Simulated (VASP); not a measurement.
# AlNi (P4/mmm) in VASP: notebook

Runs on AlNi. Level: r2SCAN. Tasks: single point.

All numbers are computed with VASP 6.6.1; they aren't measurements. Logs are shortened: lines on timing, memory, paths and dates and some standing lists are left out, and cuts for length are marked.

## (1) The cell of the first run

It takes space group P4/mmm (No. 123, tetragonal). The conventional cell has a = 2.774 Å, b = 2.774 Å, c = 2.922 Å, α = 90.00°, β = 90.00°, γ = 90.00°. Within 3.2 Å of Al (site symmetry 4/mmm) lie 8 Ni at 2.45 Å and 6 Al at 2.77 to 2.92 Å. Ni (site symmetry 4/mmm) has 8 Al at 2.45 Å and 6 Ni at 2.77 to 2.92 Å within 3.2 Å.

## (2) Single point, r2SCAN (biaxial strain in the a-b plane: -3.0 %)

File POSCAR:

```
AlNi
1.0
    2.7741341837      0.0000000000      0.0000000000
    0.0000000000      2.7741341837      0.0000000000
    0.0000000000      0.0000000000      2.9216776152
Al Ni
1 1
Direct
    0.0000000000      0.0000000000      0.0000000000
    0.5000000000      0.5000000000      0.5000000000
```

File INCAR.step1:

```
SYSTEM = AlNi
PREC = Accurate ; ENCUT = 520
ISMEAR = 0 ; SIGMA = 0.1
LREAL = .False. ; LASPH = .True.
NELM = 100 ; NBANDS = 14
GGA = PE ; ALGO = Normal
EDIFF = 1E-4 ; LWAVE = .True.
LCHARG = .False.
```

File INCAR.step2:

```
SYSTEM = AlNi
PREC = Accurate ; ENCUT = 520
EDIFF = 1E-6 ; ISMEAR = 0
SIGMA = 0.1 ; LREAL = .False.
LASPH = .True. ; NELM = 100
ALGO = Normal ; ISIF = 2
LWAVE = .False. ; LCHARG = .False.
METAGGA = R2SCAN ; LMIXTAU = .True.
NBANDS = 14 ; ISTART = 1
```

File KPOINTS:

```
regular mesh
0
Gamma
  18 18 18
  0 0 0
```

Potentials or basis: VASP PAW PBE potentials, release 64 (Al, Ni).

On the command line:

```console
$ cat potpaw_PBE.64/Al/POTCAR potpaw_PBE.64/Ni/POTCAR > POTCAR
$ cp INCAR.step1 INCAR
$ mpirun -np 1 vasp_std > vasp.out
$ cp INCAR.step2 INCAR
$ mpirun -np 1 vasp_std > vasp.out
```

OUTCAR:

```text
SYSTEM = AlNi
   PREC = Accurate
   ENCUT = 520
   EDIFF = 1E-6
   ISMEAR = 0
   LREAL = .False.
   LASPH = .True.
   NELM = 100
   ISIF = 2
   METAGGA = R2SCAN
   ISTART = 1

 ion  position               nearest neighbor table
   1  0.000  0.000  0.000-   2 2.45   2 2.45   2 2.45   2 2.45   2 2.45   2 2.45   2 2.45   2 2.45

   2  0.500  0.500  0.500-   1 2.45   1 2.45   1 2.45   1 2.45   1 2.45   1 2.45   1 2.45   1 2.45

  LATTYP: Found a simple tetragonal cell.
 ALAT       =     2.7741341837
 C/A-ratio  =     1.0531853983

  Lattice vectors:

 A1 = (   2.7741341837,   0.0000000000,   0.0000000000)
 A2 = (   0.0000000000,   2.7741341837,   0.0000000000)
 A3 = (   0.0000000000,   0.0000000000,   2.9216776152)

Analysis of symmetry for initial positions (statically):
=====================================================================
 Subroutine PRICEL returns:
 Original cell was already a primitive cell.

 Routine SETGRP: Setting up the symmetry group for a
 simple tetragonal supercell.

 Subroutine GETGRP returns: Found 16 space group operations
 (whereof 16 operations were pure point group operations)
 out of a pool of 16 trial point group operations.

The static configuration has the point symmetry D_4h.

Analysis of symmetry for dynamics (positions and initial velocities):
=====================================================================
 Subroutine PRICEL returns:
 Original cell was already a primitive cell.

 Routine SETGRP: Setting up the symmetry group for a
 simple tetragonal supercell.

 Subroutine GETGRP returns: Found 16 space group operations
 (whereof 16 operations were pure point group operations)
 out of a pool of 16 trial point group operations.

The dynamic configuration has the point symmetry D_4h.

 Subroutine INISYM returns: Found 16 space group operations
 (whereof 16 operations are pure point group operations),
 and found     1 'primitive' translations

----------------------------------------------------------------------------------------

                                     Primitive cell

  volume of cell :      22.4847

  direct lattice vectors                    reciprocal lattice vectors
     2.774134184  0.000000000  0.000000000     0.360472830  0.000000000  0.000000000
     0.000000000  2.774134184  0.000000000     0.000000000  0.360472830  0.000000000
     0.000000000  0.000000000  2.921677615     0.000000000  0.000000000  0.342269111

  length of vectors
     2.774134184  2.774134184  2.921677615     0.360472830  0.360472830  0.342269111

  position of ions in fractional coordinates (direct lattice)
     0.000000000  0.000000000  0.000000000
     0.500000000  0.500000000  0.500000000

  ion indices of the primitive-cell ions
   primitive index   ion index
                 1           1
                 2           2

----------------------------------------------------------------------------------------

 KPOINTS: regular mesh

Automatic generation of k-mesh.
 Grid dimensions read from file:
 generate k-points for:   18   18   18

 Generating k-lattice:

  Cartesian coordinates                     Fractional coordinates (reciprocal lattice)
     0.020026268  0.000000000  0.000000000     0.055555556  0.000000000  0.000000000
     0.000000000  0.020026268  0.000000000     0.000000000  0.055555556  0.000000000
     0.000000000  0.000000000  0.019014951     0.000000000  0.000000000  0.055555556

  Length of vectors
     0.020026268  0.020026268  0.019014951

  Shift w.r.t. Gamma in fractional coordinates (k-lattice)
     0.000000000  0.000000000  0.000000000

 Subroutine IBZKPT returns following result:
 ===========================================

 Found    550 irreducible k-points:

 Following reciprocal coordinates:
            Coordinates               Weight
  0.000000  0.000000  0.000000      1.000000
  0.055556  0.000000  0.000000      4.000000
  0.111111  0.000000  0.000000      4.000000
  0.166667  0.000000  0.000000      4.000000
  0.222222  0.000000  0.000000      4.000000
  0.277778  0.000000  0.000000      4.000000
[... 16 lines left out ...]
  0.277778  0.111111  0.000000      8.000000
  0.333333  0.111111  0.000000      8.000000
 [... further k-points ...]
   k-points           NKPTS =    550   k-points in BZ     NKDIM =    550   number of bands    NBANDS=     14
   number of dos      NEDOS =    301   number of ions     NIONS =      2
   total plane-waves  NPLWV =  13824
   dimension x,y,z NGX =    24 NGY =   24 NGZ =   24
   dimension x,y,z NGXF=    48 NGYF=   48 NGZF=   48
   ions per type =               1   1
   NGX,Y,Z   is equivalent  to a cutoff of  14.38, 14.38, 13.66 a.u.
   NGXF,Y,Z  is equivalent  to a cutoff of  28.77, 28.77, 27.31 a.u.
 SYSTEM =  AlNi
   PREC   = accura    normal or accurate (medium, high low for compatibility)
   ISTART =      1    job   : 0-new  1-cont  2-samecut
   ICHARG =      0    charge: 1-file 2-atom 10-const
   ISPIN  =      1    spin polarized calculation?
   LNONCOLLINEAR =      F non collinear calculations
   LSORBIT =      F    spin-orbit coupling
   LASPH  =      T    aspherical Exc in radial PAW
   ENCUT  =  520.0 eV  38.22 Ry    6.18 a.u.   5.16  5.16  5.43*2*pi/ulx,y,z
   NELM   =    100;   NELMIN=  2; NELMDL=  0     # of ELM steps
   EDIFF  = 0.1E-05   stopping-criterion for ELM
   LREAL  =      F    real-space projection
   EDIFFG = 0.1E-04   stopping-criterion for IOM
   NSW    =      0    number of steps for IOM
   IBRION =     -1    ionic relax: 0-MD 1-quasi-New 2-CG
   NFREE  =      0    steps in history (QN), initial steepest desc. (CG)
   ISIF   =      2    stress and relaxation
   ISYM   =      2    0-nonsym 1-usesym 2-fastsym
   POTIM  = 0.5000    time-step for ionic-motion
   TEBEG  =    0.0;   TEEND  =   0.0 temperature during run
   PSTRESS=    0.0 pullay stress
   NELECT =      13.0000    total number of electrons
   NUPDOWN=      -1.0000    fix difference up-down
   EMIN   =  10.00;   EMAX   =-10.00  energy-range for DOS
   EFERMI =   0.00;   METHOD = LEGACY
   ISMEAR =     0;   SIGMA  =   0.10  broadening in eV -4-tet -1-fermi 0-gaus
   EFERMI_NEDOS =   21; number of points for ismear=-14 and -15
   IALGO  =     38    algorithm
   IMIX   =      4    mixing-type and parameters
     AMIX     =   0.40;   BMIX     =  1.00
     AMIX_MAG =   1.60;   BMIX_MAG =  1.00
  volume/ion in A,a.u.               =      11.24        75.87
  Fermi-wavevector in a.u.,A,eV,Ry     =   1.363830  2.577265 25.307272  1.860032
  Thomas-Fermi vector in A             =   2.490199
   LORBIT       =      0    0 simple, 1 ext, 2 COOP (PROOUT), +10 PAW based schemes
   METAGGA = R2SCAN    functional components
   LHFCALC =     F    Hartree Fock is set to
   AEXX    =    0.0000 exact exchange contribution
   IVDW    =     0    specifies the selected vdW correction
   LEPSILON=     F    determine dielectric tensor
   LRPA    =     F    only Hartree local field effects (RPA)
 non-spin polarized calculation
 Gauss-broadening in eV      SIGMA  =   0.10
  energy-cutoff  :      520.00
  volume of cell :       22.48
 maximum number of plane-waves:       627
 NGX is ok and might be reduce to    24
   NGX = 11   NGY = 11   NGZ = 11

 number of electron      13.0000001 magnetization

 Free energy of the ion-electron system (eV)
  ---------------------------------------------------
  ext. energy  EPLUGINS =         0.00000000
  ---------------------------------------------------
  free energy    TOTEN  =       -20.03682014 eV

  energy without entropy =      -20.03397743  energy(sigma->0) =      -20.03539878

 E-fermi :  10.7258     XC(G=0): -13.3405

 val. band max:       10.7092593500   @ k =   0.3889   0.2778   0.1111
 cond. band min:      10.7549025546   @ k =   0.0000   0.0000   0.2778
 fundamental gap:      0.0456432046
 Fermi energy:        10.7257959863

 k-point     1 :       0.0000    0.0000    0.0000
  band No.  band energies     occupation
      1      -1.4676      2.00000
      2       7.0118      2.00000
      3       7.0978      2.00000
      4       8.9475      2.00000
      5       8.9475      2.00000
      6       9.0775      2.00000
      7      15.5650      0.00000
      8      17.5957      0.00000
      9      17.5957      0.00000
     10      18.9847      0.00000
     11      19.5596      0.00000
     12      27.0422      0.00000
     13      33.1096      0.00000
     14      33.1096      0.00000

 k-point     2 :       0.0556    0.0000    0.0000
  band No.  band energies     occupation
      1      -1.4030      2.00000
      2       7.0254      2.00000
      3       7.1015      2.00000
      4       8.9115      2.00000
      5       8.9510      2.00000
      6       9.0501      2.00000
      7      15.6556      0.00000
      8      16.6946      0.00000
      9      17.6774      0.00000
     10      19.0667      0.00000
     11      20.3021      0.00000
     12      27.2797      0.00000
     13      32.2189      0.00000
     14      33.1182      0.00000

 k-point     3 :       0.1111    0.0000    0.0000
  band No.  band energies     occupation
      1      -1.2096      2.00000
      2       7.0480      2.00000
      3       7.1200      2.00000
      4       8.8111      2.00000
      5       8.9609      2.00000
      6       8.9729      2.00000
      7      15.2590      0.00000
      8      15.9199      0.00000
      9      17.9178      0.00000
     10      19.1012      0.00000
     11      21.4646      0.00000
     12      28.0051      0.00000
     13      30.7258      0.00000
     14      32.2630      0.00000
[... 324 lines left out ...]
 k-point    23 :       0.2778    0.1111    0.0000
  band No.  band energies     occupation
      1       0.3615      2.00000
      2       6.6676      2.00000
      3       7.4046      2.00000
      4       8.3562      2.00000
      5       8.4748      2.00000
      6       8.8981      2.00000
      7      11.6785      0.00000
      8      16.8733      0.00000
      9      17.8816      0.00000
     10      20.4338      0.00000
     11      25.3690      0.00000
     12      26.0750      0.00000
     13      26.4649      0.00000
     14      29.7857      0.00000

 k-point    24 :       0.3333    0.1111    0.0000
  band No.  band energies     occupation
      1       1.0286      2.00000
      2       6.1340      2.00000
      3       7.5159      2.00000
      4       8.2148      2.00000
      5       8.3813      2.00000
      6       8.9190      2.00000
      7      10.9237      0.00513
      8      17.4057      0.00000
      9      18.6307      0.00000
     10      20.5445      0.00000
     11      24.5543      0.00000
     12      25.1392      0.00000
     13      26.4603      0.00000
     14      28.8496      0.00000

 [... further k-points ...]

------------------------ aborting loop because EDIFF is reached ----------------------------------------

  FORCE on cell =-STRESS in cart. coord.  units (eV):
  Direction    XX          YY          ZZ          XY          YZ          ZX
  --------------------------------------------------------------------------------------
  -------------------------------------------------------------------------------------
  Total        1.3614742      1.3614742      0.7403319      0.0000000     -0.0000000      0.0000000
  in kB       97.0136319     97.0136319     52.7533239      0.0000000     -0.0000000      0.0000000
  external PRESSURE =      82.2601959 kB  Pullay stress =       0.0000000 kB

 VOLUME and BASIS-vectors are now :
 -----------------------------------------------------------------------------
  energy-cutoff  :      520.00
  volume of cell :       22.48
      direct lattice vectors                 reciprocal lattice vectors
     2.774134184  0.000000000  0.000000000     0.360472830  0.000000000  0.000000000
     0.000000000  2.774134184  0.000000000     0.000000000  0.360472830  0.000000000
     0.000000000  0.000000000  2.921677615     0.000000000  0.000000000  0.342269111

 POSITION                                       TOTAL-FORCE (eV/Angst)
 -----------------------------------------------------------------------------------
      0.00000      0.00000      0.00000         0.000000      0.000000      0.000000
      1.38707      1.38707      1.46084         0.000000      0.000000      0.000000
 -----------------------------------------------------------------------------------
    total drift:                                0.000000      0.000000     -0.000000

  FREE ENERGIE OF THE ION-ELECTRON SYSTEM (eV)
  ---------------------------------------------------
  free  energy   TOTEN  =       -20.0368201368 eV

  energy  without entropy=      -20.0339774283  energy(sigma->0) =      -20.03539878
```

Wall time 7.4 min (1 thread of Intel Xeon 8259CL, shared host); peak memory 0.3 GiB.

What came out:

* Free energy: -20.0368 eV
* Pressure: 8.2 GPa
* Band gap on the k mesh: zero (an odd number of electrons rules out a gap without spin polarisation)

Caveat: the cell differs from its parent crystal (biaxial strain in the a-b plane: -3.0 %); the cell stands under pressure; the PAW data sets were made with another functional, which shifts forces and pressure a little.

## (3) Single point, r2SCAN (biaxial strain in the a-b plane: -2.0 %)

File POSCAR:

```
AlNi
1.0
    2.8027335052      0.0000000000      0.0000000000
    0.0000000000      2.8027335052      0.0000000000
    0.0000000000      0.0000000000      2.9044575114
Al Ni
1 1
Direct
    0.0000000000      0.0000000000      0.0000000000
    0.5000000000      0.5000000000      0.5000000000
```

File INCAR.step1:

```
SYSTEM = AlNi
PREC = Accurate
ENCUT = 520
ISMEAR = 0
SIGMA = 0.1
LREAL = .False.
LASPH = .True.
NELM = 80
NBANDS = 14
GGA = PE
ALGO = Normal
EDIFF = 1E-4
LWAVE = .True.
LCHARG = .False.
```

File INCAR.step2:

```
SYSTEM = AlNi
PREC = Accurate
ENCUT = 520
EDIFF = 1E-7
ISMEAR = 0
SIGMA = 0.1
LREAL = .False.
LASPH = .True.
NELM = 80
ALGO = Normal
ISIF = 2
LWAVE = .False.
LCHARG = .False.
METAGGA = R2SCAN
LMIXTAU = .True.
NBANDS = 14
ISTART = 1
```

File KPOINTS:

```
Automatic mesh
0
Gamma
  18 18 18
  0 0 0
```

Potentials or basis: VASP PAW PBE potentials, release 64 (Al, Ni).

On the command line:

```console
$ cat potpaw_PBE.64/Al/POTCAR potpaw_PBE.64/Ni/POTCAR > POTCAR
$ cp INCAR.step1 INCAR
$ mpirun -np 1 vasp_std > vasp.out
$ cp INCAR.step2 INCAR
$ mpirun -np 1 vasp_std > vasp.out
```

Run time: 11 min. Hardware: 1 thread of Intel Xeon 8259CL, shared host; peak memory 0.3 GiB.

Results (log left out):

| Property | Result |
| --- | --- |
| Free energy | -20.0561 eV |
| Pressure | 5.1 GPa |
| Band gap on the k mesh | zero (an odd number of electrons rules out a gap without spin polarisation) |

Stress tensor (GPa, compression positive):
```
6.07 0.00 0.00
0.00 6.07 0.00
0.00 0.00 3.30
```

Levels at points of the mesh, in eV from the Fermi level:
```
           k point  band 5  band 6  band 7  band 8  band 9  band 10
(0.00, 0.00, 0.00)   -1.74   -1.65    5.18    6.57    6.57     8.33
(0.50, 0.00, 0.00)   -2.42   -1.63   -0.58    8.65    9.99    11.27
(0.50, 0.50, 0.00)   -2.42   -2.42   -1.03    1.89    3.16    13.21
(0.00, 0.00, 0.50)   -2.41   -1.57   -0.88    8.70   11.13    11.13
(0.50, 0.00, 0.50)   -2.28   -2.23   -1.14    1.57    2.81    14.17
(0.50, 0.50, 0.50)   -1.01    1.93    2.02    2.02    4.71     4.71
```

Caveat: the cell differs from its parent crystal (biaxial strain in the a-b plane: -2.0 %); the cell stands under pressure; the PAW data sets were made with another functional, which shifts forces and pressure a little. Spin polarisation is off, so any magnetic state and its effect on volume and gap are missing.

The gap in the log of VASP goes by the Fermi energy; the results here count the filled bands.